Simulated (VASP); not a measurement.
Runs of VASP 6.6.1 on KF. The structure is that of space group Pm-3m (No. 221), or close to it. The cells are those of the table. 

```csv
task,level,potentials or basis,cell,k mesh,cutoff (eV),smearing,gap on the mesh (eV),pressure (GPa),relaxed volume (Å³/atom)
relaxation of cell and atoms,PBE,"VASP PAW PBE potentials, release 64 (K_sv, F)","relaxed from a = 3.021 Å, 2 atoms",8 × 8 × 8,600,fermi-dirac 0.02 eV,(c),0.0,(a)
relaxation of cell and atoms,r2SCAN,"VASP PAW PBE potentials, release 64 (K_sv, F)","relaxed from a = 3.259 Å, 2 atoms",8 × 8 × 8,600,fermi-dirac 0.02 eV,7.74,0.0,16.05
single point,LDA,"VASP PAW LDA potentials, release 64 (K_sv, F)","a = 3.083 Å, 2 atoms",8 × 8 × 8,520,fermi-dirac 0.02 eV,7.20,(b),-
dielectric tensor,r2SCAN,"VASP PAW PBE potentials, release 64 (K_sv, F)","a = 3.179 Å, 2 atoms",6 × 6 × 6,520,gaussian 0.01 eV,7.73,-,-
single point,PBEsol,"VASP PAW PBE potentials, release 64 (K_sv, F)","a = 3.176 Å, 2 atoms",8 × 8 × 8,520,fermi-dirac 0.02 eV,6.64,0.1,-
relaxation of cell and atoms,PBEsol,"VASP PAW PBE potentials, release 64 (K_sv, F)","relaxed from a = 3.259 Å, 2 atoms",8 × 8 × 8,600,fermi-dirac 0.02 eV,6.64,0.0,16.02
dielectric tensor,PBE,"VASP PAW PBE potentials, release 64 (K_sv, F)","a = 3.179 Å, 2 atoms",6 × 6 × 6,520,gaussian 0.01 eV,6.80,-,-
single point,PBE,"VASP PAW PBE potentials, release 64 (K_sv, F)","a = 3.259 Å, 2 atoms",8 × 8 × 8,520,fermi-dirac 0.02 eV,6.26,0.0,-
```

Alike in all rows: no spin polarisation.

Question: Estimate the missing entries.

Answer: (a) 17.28; (b) 0.4; (c) 6.27.

Caveats: the PAW data sets were made with another functional, which shifts forces and pressure a little (some runs); the volume moved by over 15 % at a fixed basis, so the end points are rough (some runs).

A k mesh can miss the band edges.
